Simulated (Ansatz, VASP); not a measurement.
## SiC: VASP beside Ansatz

```
CELL_PARAMETERS angstrom
0.00000 2.19130 2.19130
2.19130 0.00000 2.19130
2.19130 2.19130 0.00000
ATOMIC_POSITIONS crystal
Si 0.00000 0.00000 0.00000
C 0.75000 0.75000 0.75000
```

Alike in both runs: task single point; functional PBE; k mesh 8 × 8 × 8; occupations gaussian, width 0.05 eV; no spin polarisation.

|  | VASP | Ansatz |
| --- | --- | --- |
| version | VASP 6.6.1 | Ansatz 0.2.0 |
| potentials or method | VASP PAW PBE potentials, release 64 (Si, C), cutoff 600 eV | scalar-relativistic, plane waves, PAW |
| valence electrons in the cell | 8 | 8 |

```csv
,VASP,Ansatz,Ansatz less VASP
gap on the k mesh at the Fermi level (eV),1.37,1.37,+0.002
least direct gap on the mesh (eV),4.52,4.53,+0.003
pressure (GPa),-0.6,-0.4,+0.18
```

The functional is the same, so the differences come from potentials, cutoffs and numerics.
